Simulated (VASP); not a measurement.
Write the native input for VASP 6.6.1 that does the following.

| Quantity | Value |
| --- | --- |
| Task | relaxation of cell and atoms |
| Functional | PBE |
| Potentials or basis | VASP PAW PBE potentials, release 64 (Al, Ga_d, N) |
| Cutoff | 600 eV |
| k mesh | 6 × 6 × 6 |
| Occupations | gaussian, width 0.1 eV |
| Spin | no spin polarisation |
| Dipole correction | no |
| Further INCAR settings | ALGO = Normal; EDIFF = 1e-06; IBRION = 2; EDIFFG = -0.04; NSW = 90; ISIF = 3 |

The structure of AlGa3N2 lies in POSCAR:

```
AlGa3N2
1.0
    2.3180369300      1.3383192500      5.1142179700
   -2.3180369300      1.3383192500      5.1142179700
    0.0000000000     -2.6766384900      5.1142179700
Al Ga N
1 3 2
Direct
    0.5000000000      0.5000000000      0.5000000000
    0.7410844900      0.7410844900      0.7410844900
    0.2589155100      0.2589155100      0.2589155100
    0.0000000000      0.0000000000      0.0000000000
    0.8716319500      0.8716319500      0.8716319500
    0.1283680500      0.1283680500      0.1283680500
```

The cell was built from a structure type or drawn by symmetry, and may not be a known phase.

These files were run (other wordings do the same):

INCAR

```
PREC = Accurate
ENCUT = 600
EDIFF = 1E-6
ISMEAR = 0
SIGMA = 0.1
LREAL = False
LASPH = True
NELM = 100
ALGO = Normal
ISIF = 3
LWAVE = False
LCHARG = False
GGA = PE
IBRION = 2
NSW = 90
EDIFFG = -0.04
```

KPOINTS

```
regular mesh
0
Gamma
  6 6 6
```

Potentials or basis: VASP PAW PBE potentials, release 64 (Al, Ga_d, N).

Launch:

```sh
$ cat potpaw_PBE.64/Al/POTCAR potpaw_PBE.64/Ga_d/POTCAR potpaw_PBE.64/N/POTCAR > POTCAR
$ mpirun -np 1 vasp_std > vasp.out
```

Results of the run:

```yaml
Relaxed_volume: 16.10 Å³/atom
Relaxed_cell: a = 5.876 Å, b = 5.876 Å, c = 5.876 Å, α = 46.24°, β = 46.24°, γ = 46.24°
Space_group_after_relaxing_to_0.1_Å: R-3m (No. 166)
Energy_gained_by_relaxing: 70.5 meV/atom
Ionic_steps: 13
Pressure_after_relaxing: -0.1 GPa
Largest_force_after_relaxing: 0.009 eV/Å
```

Run time: 11 min on 1 thread of Intel(R) Xeon(R) 6975P-C (Granite Rapids) (shared host), peak memory 0.41 GiB.
